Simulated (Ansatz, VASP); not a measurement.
## Hf in VASP and in Ansatz

File INCAR:

```
SYSTEM = Hf
ALGO = Normal
EDIFF = 1E-6
ENCUT = 520
GGA = RE
ISIF = 2
ISMEAR = -1
LASPH = .True.
LCHARG = .False.
LREAL = .False.
LWAVE = .False.
NBANDS = 17
NELM = 100
PREC = Accurate
SIGMA = 0.1
```

File KPOINTS:

```
k-points
0
Gamma
  18 18 10
  0 0 0
```

The input POSCAR:

```
Hf
1.0
    3.0907304391      0.0000000000      0.0000000000
   -1.5453652196      2.6766510765      0.0000000000
    0.0000000000      0.0000000000      4.8926828657
Hf
2
Direct
    0.3333333333      0.6666666667      0.2500000000
    0.6666666667      0.3333333333      0.7500000000
```

Input for Ansatz:

```yaml
crystal:
  lattice:
    - [3.0907304391, 0.0, 0.0]
    - [-1.5453652196, 2.6766510765, 0.0]
    - [0.0, 0.0, 4.8926828657]
  atoms:
    - { symbol: Hf, position: [0.3333333333, 0.6666666667, 0.25] }
    - { symbol: Hf, position: [0.6666666667, 0.3333333333, 0.75] }
hamiltonian:
  xc: revpbe
  pseudopotentials:
    kind: paw
    azcp:
      Hf: "pseudopotentials/Hf.paw.azcp"
basis:
  ecutwfc: 420
  fft_grid_basis: typed
kpoints:
  mp_grid: { grid: [18, 18, 10], shift: [0, 0, 0] }
magnetization:
  spin_polarized: false
scf:
  occupations: { method: fermi_dirac, width: 0.1 }
output:
  stress: true
```

Alike in both runs: task single point; functional revPBE; k mesh 18 × 18 × 10; occupations fermi-dirac, width 0.1 eV; no spin polarisation.

|  | VASP | Ansatz |
| --- | --- | --- |
| version | VASP 6.6.1 | Ansatz 0.2.0 |
| potentials or method | VASP PAW PBE potentials, release 64 (Hf_pv), cutoff 520 eV | plane waves (420 eV) with PAW, scalar-relativistic |
| valence electrons in the cell | 20 | 52 |

```csv
,VASP,Ansatz,Ansatz less VASP
pressure (GPa),15.8,16.3,+0.50
"traceless stress, the component that is largest in VASP (GPa)",0.39,0.49,+0.098
```

VASP's potentials were made for PBE, not for revPBE. VASP's potentials hold 20 valence electrons a cell and Ansatz's 52, so a difference there can come from the potentials and not from the codes.

Neither program's run includes spin-orbit coupling.
